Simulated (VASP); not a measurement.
A run of VASP 6.6.1:

Contents of POSCAR:

```
CsCd4As3
1.0
    4.4605086300      0.0000000000      0.0000000000
    0.0000000000      4.4605086300      0.0000000000
    0.0000000000      0.0000000000     10.6947114000
Cs Cd As
1 4 3
Direct
    0.0000000000      0.0000000000      0.5000000000
    0.0000000000      0.5000000000      0.1632300000
    0.5000000000      0.0000000000      0.1632300000
    0.0000000000      0.5000000000      0.8367700000
    0.5000000000      0.0000000000      0.8367700000
    0.5000000000      0.5000000000      0.3015000000
    0.5000000000      0.5000000000      0.6985000000
    0.0000000000      0.0000000000      0.0000000000
```

INCAR.step1

```
SYSTEM = CsCd4As3
ALGO = Normal ; EDIFF = 1E-4
ENCUT = 520 ; GGA = PE
ISMEAR = -5 ; LASPH = .True.
LCHARG = .False. ; LREAL = .False.
LWAVE = .True. ; NELM = 100
PREC = Accurate ; SIGMA = 0.0226
```

Contents of INCAR.step2:

```
SYSTEM = CsCd4As3
ALGO = Normal ; EDIFF = 1E-6
ENCUT = 520 ; ISIF = 2
ISMEAR = -1 ; ISTART = 1
LASPH = .True. ; LCHARG = .False.
LMIXTAU = .True. ; LORBIT = 11
LREAL = .False. ; LWAVE = .False.
METAGGA = R2SCAN ; NELM = 100
PREC = Accurate ; SIGMA = 0.0226
```

File KPOINTS:

```
k-points
0
Gamma
  6 6 3
  0 0 0
```

Potentials or basis: VASP PAW PBE potentials, release 64 (Cs_sv, Cd, As).

Launch:

```bash
$ cat potpaw_PBE.64/Cs_sv/POTCAR potpaw_PBE.64/Cd/POTCAR potpaw_PBE.64/As/POTCAR > POTCAR
$ cp INCAR.step1 INCAR
$ mpirun -np 1 vasp_std > vasp.out
$ cp INCAR.step2 INCAR
$ mpirun -np 1 vasp_std > vasp.out
```

Hardware: 1 thread of Intel(R) Xeon(R) Platinum 8375C CPU @ 2.90GHz (Ice Lake) (shared host).

Task: How long does it take, and how much memory?

Result: Wall time 12 min on 1 thread of Intel(R) Xeon(R) Platinum 8375C CPU @ 2.90GHz (Ice Lake) (shared host), peak memory 0.45 GiB. Counts: k points 20.
